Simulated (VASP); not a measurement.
CdS (Hawleyite): dielectric tensor with LDA

CdS (Hawleyite):

```
Cd S
1.0
     0.00000    2.91650    2.91650
     2.91650    0.00000    2.91650
     2.91650    2.91650    0.00000
Cd S
1 1
Direct
  0.00000 0.00000 0.00000
  0.25000 0.25000 0.25000
```

| Quantity | Value |
| --- | --- |
| Program | VASP 6.6.1 |
| Task | dielectric tensor |
| Functional | LDA |
| Potentials or basis | VASP PAW LDA potentials, release 64 (Cd, S) |
| Cutoff | 520 eV |
| k mesh | 4 × 4 × 4, shifted |
| Occupations | gaussian, width 0.01 eV |
| Spin | no spin polarisation |
| Dipole correction | no |
| Further INCAR settings | ALGO = Normal; EDIFF = 1e-08; ISYM = 0 |

```
Band gap on the k mesh                  : 1.91 eV, direct
Electronic dielectric tensor (diagonal) : 6.59
Born charges (mean of the diagonal)     : Cd +2.19; S -2.19 e
```

Levels at points of the mesh, in eV from the valence-band top:
```tsv
k point	band 7	band 8	band 9	band 10	band 11	band 12
(0.12, 0.12, 0.12)	-0.96	0.00	0.00	1.91	6.21	6.69
```

Electronic dielectric tensor:
```
6.59 0.00 0.00
0.00 6.59 0.00
0.00 0.00 6.59
```

Born effective charge tensors (e):
atom 1, Cd
```
2.19 0.00 0.00
0.00 2.19 0.00
0.00 0.00 2.19
```
atom 2, S
```
-2.19  0.00  0.00
 0.00 -2.19  0.00
 0.00  0.00 -2.19
```

Run time: 4.5 min on 1 thread of Intel(R) Xeon(R) Platinum 8488C (Sapphire Rapids), with other jobs on the host, peak memory 0.38 GiB.

A k mesh can miss the band edges. Expect the measured gap to be larger: semilocal functionals such as LDA lack the derivative discontinuity.
